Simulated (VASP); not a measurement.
Write the native input for VASP 6.6.1 that does the following.

```
Task                            : G0W0 quasiparticle levels
Functional                      : PBE
Potentials or basis             : VASP PAW PBE potentials, release 64 (Ga_d_GW, N_GW)
Cutoff                          : 500 eV
k mesh                          : 2 × 2 × 2
Occupations                     : gaussian, width 0.01 eV
Spin                            : no spin polarisation
Dipole correction               : no
GW scheme                       : G0W0
GW iterations                   : 1
Cutoff of the response function : 180
Frequency points                : 48
Empty bands                     : 226
Further INCAR settings          : ALGO = EVGW0; EDIFF = 1e-08; NBANDS = 235
```

Crystal: GaN.

```
Ga N
1.0
     0.00000    2.26750    2.26750
     2.26750    0.00000    2.26750
     2.26750    2.26750    0.00000
Ga N
1 1
Direct
  0.00000 0.00000 0.00000
  0.25000 0.25000 0.25000
```

One way to write it, as run:

POSCAR

```
GaN
1.0
    0.0000000000      2.2675000000      2.2675000000
    2.2675000000      0.0000000000      2.2675000000
    2.2675000000      2.2675000000      0.0000000000
Ga N
1 1
Direct
    0.0000000000      0.0000000000      0.0000000000
    0.2500000000      0.2500000000      0.2500000000
```

INCAR.step1

```
PREC = Accurate
ENCUT = 500
EDIFF = 1E-8
ISMEAR = 0
SIGMA = 0.01
LREAL = F
LASPH = T
NELM = 100
ALGO = Normal
LWAVE = T
LCHARG = F
GGA = PE
```

INCAR.step2

```
PREC = Accurate
ENCUT = 500
EDIFF = 1E-8
ISMEAR = 0
SIGMA = 0.01
LREAL = F
LASPH = T
NELM = 1
ALGO = Exact
LWAVE = T
LCHARG = F
GGA = PE
NBANDS = 235
LOPTICS = T
ISTART = 1
```

INCAR.step3

```
PREC = Accurate
ENCUT = 500
EDIFF = 1E-8
ISMEAR = 0
SIGMA = 0.01
LREAL = F
LASPH = T
ALGO = EVGW0
LWAVE = F
LCHARG = F
GGA = PE
NELMGW = 1
NBANDS = 235
ENCUTGW = 180.0
NOMEGA = 48
PRECFOCK = Fast
ISTART = 1
NBANDSGW = 17
```

KPOINTS

```
regular mesh
0
Gamma
  2 2 2
```

Potentials or basis: VASP PAW PBE potentials, release 64 (Ga_d_GW, N_GW).

Run with:

```bash
$ cat potpaw_PBE.64/Ga_d_GW/POTCAR potpaw_PBE.64/N_GW/POTCAR > POTCAR
$ cp INCAR.step1 INCAR
$ mpirun -np 1 vasp_std > vasp.out
$ cp INCAR.step2 INCAR
$ mpirun -np 1 vasp_std > vasp.out
$ cp INCAR.step3 INCAR
$ mpirun -np 1 vasp_std > vasp.out
```

Results of the run:

| Item | Value |
| --- | --- |
| Band gap on the k mesh, mean-field level | 1.36 eV, direct |
| Quasiparticle gap | 2.09 eV |
| Least direct quasiparticle gap | 2.09 eV |

Caveat: the k points lie up to 1.20 Å⁻¹ apart; bands, screening cutoff and mesh are small and nothing is extrapolated, so the quasiparticle values aren't converged.

Wall time 13 s on 1 thread of Intel Xeon 6975P-C, with other jobs on the host, peak memory 0.18 GiB.
